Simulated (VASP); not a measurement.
GeB16N15 (a cell with a defect), 32 atoms in the cell. The cell holds a defect, 32 atoms: a = 6.277 Å, b = 6.277 Å, c = 6.277 Å, α = 109.47°, β = 109.47°, γ = 109.47°. 

```yaml
Program: VASP 6.6.1
Task: single point
Functional: PBE
Potentials_or_basis: VASP PAW PBE potentials, release 64 (B, N, Ge_d)
Cutoff: 520 eV
k_mesh: 1 × 1 × 1
Occupations: fermi-dirac, width 0.01 eV
Spin: collinear spin
Fixed_moment: 1 μB
Dipole_correction: no
Further_INCAR_settings: LREAL = Auto; ALGO = Normal; EDIFF = 1e-06; NBANDS = 94
```

Potentials or basis: VASP PAW PBE potentials, release 64 (B, N, Ge_d).

Command:

```sh
$ cat potpaw_PBE.64/B/POTCAR potpaw_PBE.64/N/POTCAR potpaw_PBE.64/Ge_d/POTCAR > POTCAR
$ mpirun -np 1 vasp_gam > vasp.out
```

Hardware: 1 thread of Intel Xeon 8259CL, with other jobs on the host.

Q: How long does it take, and how much memory?

A: Wall time 4.1 min on 1 thread of Intel Xeon 8259CL, with other jobs on the host, peak memory 0.4 GiB. Counts: scf iterations 16, k points 1.
